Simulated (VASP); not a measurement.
# SrTiO3 (I4/mcm) in VASP: a series of runs

Aim: see how the results for SrTiO3 move with the level of theory and the settings. Levels: PBEsol, r2SCAN. Tasks: electric field gradients.

All numbers are computed with VASP 6.6.1; they aren't measurements. Logs are shortened: lines on timing, memory, paths and dates and some standing lists are left out, and cuts for length are marked.

## Step 1: The cell of the first run

Symmetry: I4/mcm, No. 140, tetragonal system. Conventional cell: a = 5.511 Å, b = 5.511 Å, c = 7.796 Å, α = 90.00°, β = 90.00°, γ = 90.00°. Sr (site symmetry -42m) has 12 O at 2.64 to 2.88 Å and 8 Ti at 3.38 Å within 3.5 Å. Ti (site symmetry 4/m) has 6 O at 1.95 to 1.96 Å within 2.6 Å. Within 2.6 Å of O (site symmetry 422) lie 2 Ti at 1.95 Å. Within 2.9 Å of O (site symmetry m2m) lie 2 Ti at 1.96 Å and 4 Sr at 2.64 to 2.88 Å and 8 O at 2.76 to 2.77 Å.

## Step 2: Electric field gradients, PBEsol

File INCAR:

```
PREC = Accurate
ENCUT = 520
EDIFF = 1E-8
ISMEAR = -1
SIGMA = 0.02
LREAL = False
LASPH = True
NELM = 100
ALGO = Normal
ISIF = 2
LWAVE = False
LCHARG = False
GGA = PS
LEFG = True
NBANDS = 51
```

File KPOINTS:

```
regular mesh
0
Gamma
  8 8 8
```

File POSCAR:

```
SrTiO3
1.0
   -2.7555000000      2.7555000000      3.8980000000
    2.7555000000     -2.7555000000      3.8980000000
    2.7555000000      2.7555000000     -3.8980000000
Sr Ti O
2 2 6
Direct
    0.7500000000      0.2500000000      0.5000000000
    0.2500000000      0.7500000000      0.5000000000
    0.0000000000      0.0000000000      0.0000000000
    0.5000000000      0.5000000000      0.0000000000
    0.2500000000      0.2500000000      0.0000000000
    0.7500000000      0.7500000000      0.0000000000
    0.7283236542      0.2283236542      0.9566473085
    0.2283236542      0.2716763458      0.5000000000
    0.2716763458      0.7716763458      0.0433526915
    0.7716763458      0.7283236542      0.5000000000
```

Potentials or basis: VASP PAW PBE potentials, release 64 (Sr_sv, Ti_sv, O).

Launch:

```console
cat potpaw_PBE.64/Sr_sv/POTCAR potpaw_PBE.64/Ti_sv/POTCAR potpaw_PBE.64/O/POTCAR > POTCAR
mpirun -np 1 vasp_std > vasp.out
```

OUTCAR:

```text
PREC = Accurate
   ENCUT = 520
   EDIFF = 1E-8
   ISMEAR = -1
   LREAL = False
   LASPH = True
   NELM = 100
   ISIF = 2
   GGA = PS

 ion  position               nearest neighbor table
   1  0.750  0.250  0.500-   9 2.64   8 2.64  10 2.64   7 2.64   5 2.76   6 2.76   6 2.76   5 2.76
                             7 2.88   9 2.88   8 2.88  10 2.88   4 3.38   3 3.38   4 3.38   4 3.38
   2  0.250  0.750  0.500-   7 2.64   8 2.64  10 2.64   9 2.64   5 2.76   6 2.76   5 2.76   6 2.76
                             9 2.88   7 2.88  10 2.88   8 2.88   4 3.38   3 3.38   4 3.38   3 3.38
   3  0.000  0.000  0.000-   5 1.95   6 1.95   7 1.96   9 1.96   8 1.96  10 1.96   1 3.38   2 3.38
                             1 3.38   1 3.38   2 3.38   2 3.38   1 3.38   2 3.38
   4  0.500  0.500  0.000-   5 1.95   6 1.95   7 1.96   9 1.96  10 1.96   8 1.96   1 3.38   2 3.38
                             2 3.38   1 3.38   2 3.38   1 3.38   2 3.38   1 3.38
   5  0.250  0.250  0.000-   3 1.95   4 1.95   1 2.76   2 2.76   2 2.76   1 2.76
   6  0.750  0.750  0.000-   3 1.95   4 1.95   1 2.76   2 2.76   1 2.76   2 2.76
   7  0.728  0.228  0.957-   3 1.96   4 1.96   2 2.64   1 2.64   1 2.88   2 2.88
   8  0.228  0.272  0.500-   4 1.96   3 1.96   1 2.64   2 2.64   1 2.88   2 2.88
   9  0.272  0.772  0.043-   3 1.96   4 1.96   1 2.64   2 2.64   2 2.88   1 2.88
  10  0.772  0.728  0.500-   3 1.96   4 1.96   1 2.64   2 2.64   1 2.88   2 2.88

  LATTYP: Found a body centered tetragonal cell.
 ALAT       =     5.5110000000
 C/A-ratio  =     1.4146252949

  Lattice vectors:

 A1 = (  -2.7555000000,   2.7555000000,   3.8980000000)
 A2 = (   2.7555000000,  -2.7555000000,   3.8980000000)
 A3 = (   2.7555000000,   2.7555000000,  -3.8980000000)

Analysis of symmetry for initial positions (statically):
=====================================================================
 Subroutine PRICEL returns:
 Original cell was already a primitive cell.

 Routine SETGRP: Setting up the symmetry group for a
 body centered tetragonal supercell.

 Subroutine GETGRP returns: Found 16 space group operations
 (whereof  8 operations were pure point group operations)
 out of a pool of 16 trial point group operations.

The static configuration has the point symmetry C_4h.
 The point group associated with its full space group is D_4h.

Analysis of symmetry for dynamics (positions and initial velocities):
=====================================================================
 Subroutine PRICEL returns:
 Original cell was already a primitive cell.

 Routine SETGRP: Setting up the symmetry group for a
 body centered tetragonal supercell.

 Subroutine GETGRP returns: Found 16 space group operations
 (whereof  8 operations were pure point group operations)
 out of a pool of 16 trial point group operations.

The dynamic configuration has the point symmetry C_4h.
 The point group associated with its full space group is D_4h.

 Subroutine INISYM returns: Found 16 space group operations
 (whereof  8 operations are pure point group operations),
 and found     1 'primitive' translations

----------------------------------------------------------------------------------------

                                     Primitive cell

  volume of cell :     118.3866

  direct lattice vectors                    reciprocal lattice vectors
    -2.755500000  2.755500000  3.898000000     0.000000000  0.181455271  0.128270908
     2.755500000 -2.755500000  3.898000000     0.181455271  0.000000000  0.128270908
     2.755500000  2.755500000 -3.898000000     0.181455271  0.181455271  0.000000000

  length of vectors
     5.511802291  5.511802291  5.511802291     0.222214854  0.222214854  0.256616506

  position of ions in fractional coordinates (direct lattice)
     0.750000000  0.250000000  0.500000000
     0.250000000  0.750000000  0.500000000
     0.000000000  0.000000000  0.000000000
     0.500000000  0.500000000  0.000000000
     0.250000000  0.250000000  0.000000000
     0.750000000  0.750000000  0.000000000
     0.728323654  0.228323654  0.956647309
     0.228323654  0.271676346  0.500000000
     0.271676346  0.771676346  0.043352691
[... 105 lines left out ...]
     AMIX     =   0.40;   BMIX     =  1.00
     AMIX_MAG =   1.60;   BMIX_MAG =  1.00
  volume/ion in A,a.u.               =      11.84        79.89
  Fermi-wavevector in a.u.,A,eV,Ry     =   1.436605  2.714789 28.080152  2.063833
  Thomas-Fermi vector in A             =   2.555774
   LORBIT       =      0    0 simple, 1 ext, 2 COOP (PROOUT), +10 PAW based schemes
   GGA     = PS    functional components
   LHFCALC =     F    Hartree Fock is set to
   AEXX    =    0.0000 exact exchange contribution
   IVDW    =     0    specifies the selected vdW correction
   LEPSILON=     F    determine dielectric tensor
   LRPA    =     F    only Hartree local field effects (RPA)
 non-spin polarized calculation
  energy-cutoff  :      520.00
  volume of cell :      118.39
 maximum number of plane-waves:      3250
 NGX is ok and might be reduce to    42
   NGX = 21   NGY = 21   NGZ = 21

 number of electron      80.0000007 magnetization

 Free energy of the ion-electron system (eV)
  ---------------------------------------------------
  ext. energy  EPLUGINS =         0.00000000
  ---------------------------------------------------
  free energy    TOTEN  =       -84.04283407 eV

  energy without entropy =      -84.04283407  energy(sigma->0) =      -84.04283407

 E-fermi :   4.5359     XC(G=0): -11.5721

 val. band max:        3.9803966781   @ k =  -0.1250   0.1250   0.0000
 cond. band min:       5.8825384888   @ k =   0.0000   0.0000   0.0000
 fundamental gap:      1.9021418107
 Fermi energy:         4.5359356060

 k-point     1 :       0.0000    0.0000    0.0000
  band No.  band energies     occupation
      1     -52.1576      2.00000
      2     -52.1527      2.00000
      3     -28.5921      2.00000
      4     -28.5829      2.00000
      5     -28.5829      2.00000
      6     -28.5234      2.00000
[... 1285 lines left out ...]
     50      11.1846      0.00000
     51      11.6420      0.00000

 [... further k-points ...]

------------------------ aborting loop because EDIFF is reached ----------------------------------------

  FORCE on cell =-STRESS in cart. coord.  units (eV):
  Direction    XX          YY          ZZ          XY          YZ          ZX
  --------------------------------------------------------------------------------------
  -------------------------------------------------------------------------------------
  Total       -0.6317494     -0.6317494      0.1769735      0.0000000      0.0000000      0.0000000
  in kB       -8.5497377     -8.5497377      2.3950594      0.0000000      0.0000000      0.0000000
  external PRESSURE =      -4.9014720 kB  Pullay stress =       0.0000000 kB

 VOLUME and BASIS-vectors are now :
 -----------------------------------------------------------------------------
  energy-cutoff  :      520.00
  volume of cell :      118.39
      direct lattice vectors                 reciprocal lattice vectors
    -2.755500000  2.755500000  3.898000000     0.000000000  0.181455271  0.128270908
     2.755500000 -2.755500000  3.898000000     0.181455271  0.000000000  0.128270908
     2.755500000  2.755500000 -3.898000000     0.181455271  0.181455271  0.000000000

 POSITION                                       TOTAL-FORCE (eV/Angst)
 -----------------------------------------------------------------------------------
     -0.00000      2.75550      1.94900        -0.000000     -0.000000      0.000000
      2.75550     -0.00000      1.94900         0.000000     -0.000000      0.000000
      0.00000      0.00000      0.00000        -0.000000     -0.000000      0.000000
      0.00000      0.00000      3.89800        -0.000000     -0.000000      0.000000
      0.00000      0.00000      1.94900        -0.000000     -0.000000      0.000000
      0.00000      0.00000      5.84700         0.000000     -0.000000      0.000000
      1.25829      4.01379     -0.00000         0.001711      0.001711     -0.000000
      1.49721      1.25829     -0.00000        -0.001711      0.001711      0.000000
      1.49721     -1.25829      3.89800        -0.001711     -0.001711      0.000000
      1.25829      1.49721      3.89800         0.001711     -0.001711     -0.000000
 -----------------------------------------------------------------------------------
    total drift:                               -0.000000     -0.000000      0.000000

  FREE ENERGIE OF THE ION-ELECTRON SYSTEM (eV)
  ---------------------------------------------------
  free  energy   TOTEN  =       -84.0428340688 eV

  energy  without entropy=      -84.0428340688  energy(sigma->0) =      -84.04283407

 Electric field gradients (V/A^2)
---------------------------------------------------------------------
 ion       V_xx      V_yy      V_zz      V_xy      V_xz      V_yz
---------------------------------------------------------------------
   1       7.065     7.065   -14.130     0.001     0.001     0.001
   2       7.065     7.065   -14.130     0.001     0.001     0.001
   3       1.532     1.532    -3.064     0.001     0.001     0.001
   4       1.532     1.532    -3.064     0.001     0.001     0.001
   5      -4.227    -4.227     8.453     0.001     0.001     0.001
   6      -4.227    -4.227     8.453     0.001     0.001     0.001
   7       2.869     2.869    -5.737    -8.039    -0.001    -0.001
   8       2.869     2.869    -5.738     8.039    -0.000    -0.000
   9       2.869     2.869    -5.737    -8.039    -0.001    -0.001
  10       2.869     2.869    -5.738     8.039    -0.000    -0.000
---------------------------------------------------------------------

 Electric field gradients after diagonalization (V/A^2)
 (convention: |V_zz| > |V_xx| > |V_yy|)
----------------------------------------------------------------------
 ion       V_xx      V_yy      V_zz     asymmetry (V_yy - V_xx)/ V_zz
----------------------------------------------------------------------
   1       7.066     7.064   -14.130       0.000
   2       7.066     7.064   -14.130       0.000
   3       1.533     1.531    -3.064       0.001
   4       1.533     1.531    -3.064       0.001
   5      -4.228    -4.225     8.453       0.000
   6      -4.228    -4.225     8.453       0.000
   7      -5.737    -5.170    10.907       0.052
   8      -5.738    -5.170    10.908       0.052
   9      -5.737    -5.170    10.907       0.052
  10      -5.738    -5.170    10.908       0.052
----------------------------------------------------------------------

           NMR quadrupolar parameters

 Cq : quadrupolar parameter    Cq=e*Q*V_zz/h
 eta: asymmetry parameters     (V_yy - V_xx)/ V_zz
 Q  : nuclear electric quadrupole moment in mb (millibarn)
----------------------------------------------------------------------
 ion       Cq(MHz)       eta       Q (mb)
----------------------------------------------------------------------
   1      -0.034       0.000       1.000
   2      -0.034       0.000       1.000
   3      -0.007       0.001       1.000
   4      -0.007       0.001       1.000
   5       0.020       0.000       1.000
   6       0.020       0.000       1.000
   7       0.026       0.052       1.000
   8       0.026       0.052       1.000
   9       0.026       0.052       1.000
  10       0.026       0.052       1.000
----------------------------------------------------------------------
```

Wall time 9.7 min (1 thread of AMD EPYC 7R43 (Zen 3), shared host); peak memory 0.4 GiB.

Results:

| Property | Result |
| --- | --- |
| Free energy | -84.0428 eV |
| Pressure | -0.5 GPa |
| Band gap on the k mesh | 1.90 eV |
| Largest electric field gradient by atom | Sr -14.1; Ti -3.1; O +8.5, +10.9 (each value once) V/Å² |

Forces in eV/Å, atoms in the order of the input:
```
Sr   0.000  0.000  0.000
Sr   0.000  0.000  0.000
Ti   0.000  0.000  0.000
Ti   0.000  0.000  0.000
O    0.000  0.000  0.000
O    0.000  0.000  0.000
O    0.002  0.002  0.000
O   -0.002  0.002  0.000
O   -0.002 -0.002  0.000
O    0.002 -0.002  0.000
```

Levels at points of the mesh, in eV from the valence-band top:
| k point | band 38 | band 39 | band 40 | band 41 | band 42 | band 43 |
| --- | --- | --- | --- | --- | --- | --- |
| (0.00, 0.00, 0.00) | -0.13 | 0.00 | 0.00 | 1.90 | 1.90 | 1.91 |
| (0.50, 0.00, 0.00) | -0.79 | -0.59 | -0.59 | 3.39 | 3.39 | 3.43 |
| (0.50, 0.50, 0.00) | -0.69 | -0.68 | -0.05 | 2.05 | 3.76 | 3.78 |
| (0.50, 0.50, 0.50) | -0.65 | -0.65 | -0.08 | 2.07 | 3.74 | 3.74 |

Electric field gradients, principal values (V/Å²):
| atom | least | middle | greatest (by size) |
| --- | --- | --- | --- |
| 1 Sr | 7.064 | 7.066 | -14.130 |
| 2 Sr | 7.064 | 7.066 | -14.130 |
| 3 Ti | 1.531 | 1.533 | -3.064 |
| 4 Ti | 1.531 | 1.533 | -3.064 |
| 5 O | -4.225 | -4.228 | 8.453 |
| 6 O | -4.225 | -4.228 | 8.453 |
| 7 O | -5.170 | -5.737 | 10.907 |
| 8 O | -5.170 | -5.738 | 10.908 |
| 9 O | -5.170 | -5.737 | 10.907 |
| 10 O | -5.170 | -5.738 | 10.908 |

Caveat: without QUAD_EFG the Cq values of the log hold for a quadrupole moment of 1 mb, not for the nuclei; the PAW data sets were made with another functional, which shifts forces and pressure a little.

[end of part 1 of 2]
